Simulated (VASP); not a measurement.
# H6C2O in VASP: notebook, part 2 of 4

VASP 6.6.1. Earlier steps stand in the parts before.

**4. Single point, LDA**

INCAR reads:

```
PREC = Accurate ; ENCUT = 520
EDIFF = 1E-6 ; ISMEAR = -1
SIGMA = 0.05 ; LREAL = Auto
LASPH = True ; NELM = 100
ALGO = Normal ; ISIF = 2
LWAVE = False ; LCHARG = False
NBANDS = 64
```

KPOINTS reads:

```
Automatic mesh
0
Gamma
  1 1 1
```

POSCAR reads:

```
H6C2O
1.0
    7.2936330000      0.0000000000      0.0000000000
    0.0000000000      7.2936330000      0.0000000000
    0.0000000000      0.0000000000      7.2936330000
C O H
8 4 24
Direct
    0.8632871986      0.6145771250      0.3554881360
    0.7553711573      0.6414910100      0.1908788117
    0.3661686844      0.5932160283      0.8363733135
    0.1956363859      0.5462983948      0.7348189853
    0.7146781309      0.0407890005      0.2918710058
    0.5534416113      0.1548885171      0.2260876027
    0.8270501134      0.1037754436      0.7127586485
    0.6560927867      0.2118423014      0.7405911430
    0.5710185857      0.6221590804      0.2224817180
    0.2345196146      0.3961537412      0.5977405225
    0.4554246149      0.0622872031      0.0899551705
    0.4947328718      0.1391624723      0.6516094243
    0.5247316392      0.7321865523      0.1481429077
    0.7900178142      0.7614038162      0.1235735332
    0.7966126072      0.5417053477      0.0702941867
    1.0037658873      0.6453436854      0.3385829805
    0.8234030969      0.7097971614      0.4604152690
    0.8784099776      0.4791439328      0.4274550145
    0.2979310859      0.4641582597      0.5014784813
    0.1159367355      0.4521614948      0.8273928781
    0.1169513190      0.6521852690      0.6636884527
    0.3807704610      0.7092076061      0.9332386206
    0.4128669485      0.4701086550      0.9220233593
    0.4672979844      0.6219671322      0.7345859053
    0.5003953448      0.0800424151     -0.0364975863
    0.4441956430      0.1881504046      0.3327422699
    0.6068169320      0.2877166976      0.1600162772
    0.8083488709      0.1137567520      0.3669776091
    0.6640037962     -0.0819618975      0.3705286515
    0.7738667410      0.0141356166      0.1617849431
    0.4130588967      0.2398941652      0.6284111087
    0.6432048336      0.2496972359      0.8921891189
    0.6726140457      0.3450406677      0.6814299540
    0.9151132227      0.1598517501      0.8255008169
    0.8063059932     -0.0380743040      0.7697261433
    0.8964531119      0.1142366225      0.5717041151
```

Potentials or basis: VASP PAW LDA potentials, release 64 (C, O, H).

Run with:

```bash
> cat potpaw_LDA.64/C/POTCAR potpaw_LDA.64/O/POTCAR potpaw_LDA.64/H/POTCAR > POTCAR
> mpirun -np 1 vasp_gam > vasp.out
```

OUTCAR:

```text
PREC = Accurate
   ENCUT = 520
   EDIFF = 1E-6
   ISMEAR = -1
   LREAL = Auto
   LASPH = True
   NELM = 100
   ISIF = 2

 ion  position               nearest neighbor table
   1  0.863  0.615  0.355-  16 1.06  17 1.07  18 1.12   2 1.45
   2  0.755  0.641  0.191-  14 1.03  15 1.18   9 1.37   1 1.45
   3  0.366  0.593  0.836-  24 1.07  22 1.11  23 1.15   4 1.49
   4  0.196  0.546  0.735-  21 1.09  20 1.12   3 1.49  10 1.51
   5  0.715  0.041  0.292-  28 1.02  30 1.06  29 1.13   6 1.52
   6  0.553  0.155  0.226-  26 1.14  27 1.15  11 1.40   5 1.52
   7  0.827  0.104  0.713-  34 1.12  35 1.13  36 1.15   8 1.49
   8  0.656  0.212  0.741-  33 1.07  32 1.14  12 1.44   7 1.49
   9  0.571  0.622  0.222-  13 1.03   2 1.37
  10  0.235  0.396  0.598-  19 0.98   4 1.51
  11  0.455  0.062  0.090-  25 0.99   6 1.40
  12  0.495  0.139  0.652-  31 0.96   8 1.44
  13  0.525  0.732  0.148-   9 1.03
  14  0.790  0.761  0.124-   2 1.03
  15  0.797  0.542  0.070-   2 1.18
  16  0.004  0.645  0.339-   1 1.06
  17  0.823  0.710  0.460-   1 1.07
  18  0.878  0.479  0.427-   1 1.12
[... 16 lines left out ...]
  35  0.806  0.962  0.770-   7 1.13
  36  0.896  0.114  0.572-   7 1.15

  LATTYP: Found a simple cubic cell.
 ALAT       =     7.2936330000

  Lattice vectors:

 A1 = (   7.2936330000,   0.0000000000,   0.0000000000)
 A2 = (   0.0000000000,   7.2936330000,   0.0000000000)
 A3 = (   0.0000000000,   0.0000000000,   7.2936330000)

Analysis of symmetry for initial positions (statically):
=====================================================================
 Subroutine PRICEL returns:
 Original cell was already a primitive cell.

 Routine SETGRP: Setting up the symmetry group for a
 simple cubic supercell.

 Subroutine GETGRP returns: Found  1 space group operations
 (whereof  1 operations were pure point group operations)
 out of a pool of 48 trial point group operations.

The static configuration has the point symmetry C_1 .

Analysis of symmetry for dynamics (positions and initial velocities):
=====================================================================
 Subroutine PRICEL returns:
 Original cell was already a primitive cell.

 Routine SETGRP: Setting up the symmetry group for a
 simple cubic supercell.

 Subroutine GETGRP returns: Found  1 space group operations
 (whereof  1 operations were pure point group operations)
 out of a pool of 48 trial point group operations.

The dynamic configuration has the point symmetry C_1 .

 Subroutine INISYM returns: Found  1 space group operations
 (whereof  1 operations are pure point group operations),
 and found     1 'primitive' translations

----------------------------------------------------------------------------------------

                                     Primitive cell

  volume of cell :     388.0000

  direct lattice vectors                    reciprocal lattice vectors
     7.293633000  0.000000000  0.000000000     0.137105884  0.000000000  0.000000000
     0.000000000  7.293633000  0.000000000     0.000000000  0.137105884  0.000000000
     0.000000000  0.000000000  7.293633000     0.000000000  0.000000000  0.137105884

  length of vectors
     7.293633000  7.293633000  7.293633000     0.137105884  0.137105884  0.137105884

  position of ions in fractional coordinates (direct lattice)
     0.863287199  0.614577125  0.355488136
     0.755371157  0.641491010  0.190878812
     0.366168684  0.593216028  0.836373313
     0.195636386  0.546298395  0.734818985
     0.714678131  0.040789000  0.291871006
     0.553441611  0.154888517  0.226087603
[... 28 lines left out ...]
     0.806305993  0.961925696  0.769726143
     0.896453112  0.114236623  0.571704115

  ion indices of the primitive-cell ions
   primitive index   ion index
                 1           1
                 2           2
                 3           3
                 4           4
                 5           5
                 6           6
[... 28 lines left out ...]
                35          35
                36          36

----------------------------------------------------------------------------------------

 KPOINTS: Automatic mesh

Automatic generation of k-mesh.
 Grid dimensions read from file:
 generate k-points for:    1    1    1

 Generating k-lattice:

  Cartesian coordinates                     Fractional coordinates (reciprocal lattice)
     0.137105884  0.000000000  0.000000000     1.000000000  0.000000000  0.000000000
     0.000000000  0.137105884  0.000000000     0.000000000  1.000000000  0.000000000
     0.000000000  0.000000000  0.137105884     0.000000000  0.000000000  1.000000000

  Length of vectors
     0.137105884  0.137105884  0.137105884

  Shift w.r.t. Gamma in fractional coordinates (k-lattice)
     0.000000000  0.000000000  0.000000000

 Subroutine IBZKPT returns following result:
 ===========================================

 Found      1 irreducible k-points:

 Following reciprocal coordinates:
            Coordinates               Weight
  0.000000  0.000000  0.000000      1.000000
   k-points           NKPTS =      1   k-points in BZ     NKDIM =      1   number of bands    NBANDS=     64
   number of dos      NEDOS =    301   number of ions     NIONS =     36
   total plane-waves  NPLWV = 157464
   dimension x,y,z NGX =    54 NGY =   54 NGZ =   54
   dimension x,y,z NGXF=   108 NGYF=  108 NGZF=  108
   ions per type =               8   4  24
   NGX,Y,Z   is equivalent  to a cutoff of  12.31, 12.31, 12.31 a.u.
   NGXF,Y,Z  is equivalent  to a cutoff of  24.62, 24.62, 24.62 a.u.
 SYSTEM =  unknown system
   PREC   = accura    normal or accurate (medium, high low for compatibility)
   ISTART =      0    job   : 0-new  1-cont  2-samecut
   ICHARG =      2    charge: 1-file 2-atom 10-const
   ISPIN  =      1    spin polarized calculation?
   LNONCOLLINEAR =      F non collinear calculations
   LSORBIT =      F    spin-orbit coupling
   LASPH  =      T    aspherical Exc in radial PAW
   ENCUT  =  520.0 eV  38.22 Ry    6.18 a.u.  13.56 13.56 13.56*2*pi/ulx,y,z
   NELM   =    100;   NELMIN=  2; NELMDL= -5     # of ELM steps
   EDIFF  = 0.1E-05   stopping-criterion for ELM
   LREAL  =      T    real-space projection
   EDIFFG = 0.1E-04   stopping-criterion for IOM
   NSW    =      0    number of steps for IOM
[... 5 lines left out ...]
   TEBEG  =    0.0;   TEEND  =   0.0 temperature during run
   PSTRESS=    0.0 pullay stress
   NELECT =      80.0000    total number of electrons
   NUPDOWN=      -1.0000    fix difference up-down
   EMIN   =  10.00;   EMAX   =-10.00  energy-range for DOS
   EFERMI =   0.00;   METHOD = LEGACY
   ISMEAR =    -1;   SIGMA  =   0.05  broadening in eV -4-tet -1-fermi 0-gaus
   EFERMI_NEDOS =   21; number of points for ismear=-14 and -15
   IALGO  =     38    algorithm
   IMIX   =      4    mixing-type and parameters
     AMIX     =   0.40;   BMIX     =  1.00
     AMIX_MAG =   1.60;   BMIX_MAG =  1.00
  volume/ion in A,a.u.               =      10.78        72.73
  Fermi-wavevector in a.u.,A,eV,Ry     =   0.967151  1.827650 12.726630  0.935381
  Thomas-Fermi vector in A             =   2.097013
   LORBIT       =      0    0 simple, 1 ext, 2 COOP (PROOUT), +10 PAW based schemes
   GGA     = CA    functional components
   LHFCALC =     F    Hartree Fock is set to
   AEXX    =    0.0000 exact exchange contribution
   IVDW    =     0    specifies the selected vdW correction
   LEPSILON=     F    determine dielectric tensor
   LRPA    =     F    only Hartree local field effects (RPA)
 non-spin polarized calculation
  energy-cutoff  :      520.00
  volume of cell :      388.00
 maximum number of plane-waves:      5198
 NGX is ok and might be reduce to    54
   NGX = 27   NGY = 27   NGZ = 27

 number of electron      80.0000001 magnetization

 Free energy of the ion-electron system (eV)
  ---------------------------------------------------
  ext. energy  EPLUGINS =         0.00000000
  ---------------------------------------------------
  free energy    TOTEN  =      -196.56220254 eV

  energy without entropy =     -196.56220254  energy(sigma->0) =     -196.56220254

 E-fermi :  -1.7407     XC(G=0):  -6.8559

 val. band max:       -3.0048146161   @ k =   0.0000   0.0000   0.0000
 cond. band min:       1.5494192967   @ k =   0.0000   0.0000   0.0000
 fundamental gap:      4.5542339127
 Fermi energy:        -1.7406613375

 k-point     1 :       0.0000    0.0000    0.0000
  band No.  band energies     occupation
      1     -22.7857      2.00000
      2     -22.5712      2.00000
      3     -22.3082      2.00000
      4     -21.9157      2.00000
      5     -15.7790      2.00000
      6     -15.7159      2.00000
[... 44 lines left out ...]
     51       4.7798      0.00000
     52       4.9722      0.00000
 [bands above 52 left out]

------------------------ aborting loop because EDIFF is reached ----------------------------------------

  FORCE on cell =-STRESS in cart. coord.  units (eV):
  Direction    XX          YY          ZZ          XY          YZ          ZX
  --------------------------------------------------------------------------------------
  -------------------------------------------------------------------------------------
  Total        7.8688913      0.3447785     -3.5542054      0.6444630      2.4360022     -0.6081511
  in kB       32.4931942      1.4237019    -14.6764622      2.6611961     10.0590401     -2.5112524
  external PRESSURE =       6.4134780 kB  Pullay stress =       0.0000000 kB

 VOLUME and BASIS-vectors are now :
 -----------------------------------------------------------------------------
  energy-cutoff  :      520.00
  volume of cell :      388.00
      direct lattice vectors                 reciprocal lattice vectors
     7.293633000  0.000000000  0.000000000     0.137105884  0.000000000  0.000000000
     0.000000000  7.293633000  0.000000000     0.000000000  0.137105884  0.000000000
     0.000000000  0.000000000  7.293633000     0.000000000  0.000000000  0.137105884

 POSITION                                       TOTAL-FORCE (eV/Angst)
 -----------------------------------------------------------------------------------
      6.29650      4.48250      2.59280         0.655433     -1.189350      1.577245
      5.50940      4.67880      1.39220         1.090232     -4.033722     -1.670587
      2.67070      4.32670      6.10020         0.650671     -0.917774      1.022842
      1.42690      3.98450      5.35950        -0.480427     -3.129324      0.707241
      5.21260      0.29750      2.12880        -3.452449     -0.633164     -0.716047
      4.03660      1.12970      1.64900        -0.079073      1.252497      0.061500
[... 28 lines left out ...]
      5.88090      7.01593      5.61410         0.072080      0.158261     -0.868628
      6.53840      0.83320      4.16980        -0.628087     -0.291874      1.629809
 -----------------------------------------------------------------------------------
    total drift:                               -0.016068      0.010776      0.020322

  FREE ENERGIE OF THE ION-ELECTRON SYSTEM (eV)
  ---------------------------------------------------
  free  energy   TOTEN  =      -196.5622025397 eV

  energy  without entropy=     -196.5622025397  energy(sigma->0) =     -196.56220254
```

It took 36 s on 1 thread of Intel Xeon Platinum 8259CL at 2.50GHz (Skylake/Cascade Lake), shared host; peak memory 0.27 GiB.

What came out:

| Property | Result |
| --- | --- |
| Free energy | -196.5622 eV |
| Pressure | 0.6 GPa |
| Largest force | 4.500 eV/Å |
| Band gap on the k mesh | 4.55 eV |

Forces on the atoms (eV/Å):
```
C    0.655 -1.189  1.577
C    1.090 -4.034 -1.671
C    0.651 -0.918  1.023
C   -0.480 -3.129  0.707
C   -3.452 -0.633 -0.716
C   -0.079  1.252  0.061
C    0.624 -0.236  1.005
C   -0.912  0.028 -0.574
O   -1.876  2.014 -1.005
O    0.327  1.675  0.401
O   -0.694 -1.222 -0.543
O    2.050 -1.513  1.361
H   -0.435 -1.212  1.164
H    0.422  2.510 -0.653
H   -0.092  0.236  1.246
H    1.713  0.542 -0.700
H   -0.584  0.668  0.785
H   -0.810  0.058 -0.641
H    0.202 -0.172 -0.622
H   -0.564  1.227 -0.155
H   -0.091  0.301  0.151
H   -0.970  0.170 -0.259
H   -0.280  0.803 -0.782
H    1.226  0.188 -0.807
H    0.024  0.152  0.169
H    1.016 -0.077 -0.330
H   -0.295 -0.400  0.814
H    1.675  1.551  1.525
H    0.352  0.528 -0.580
H    0.984 -0.943 -1.012
H   -1.353  1.141 -0.019
H   -0.339 -0.560 -0.442
H    0.480  1.316 -0.493
H    0.373  0.012 -0.748
H    0.072  0.158 -0.869
H   -0.628 -0.292  1.630
```

Caveat: the k points lie up to 0.86 Å⁻¹ apart.

(Part 2 of 4 ends here.)
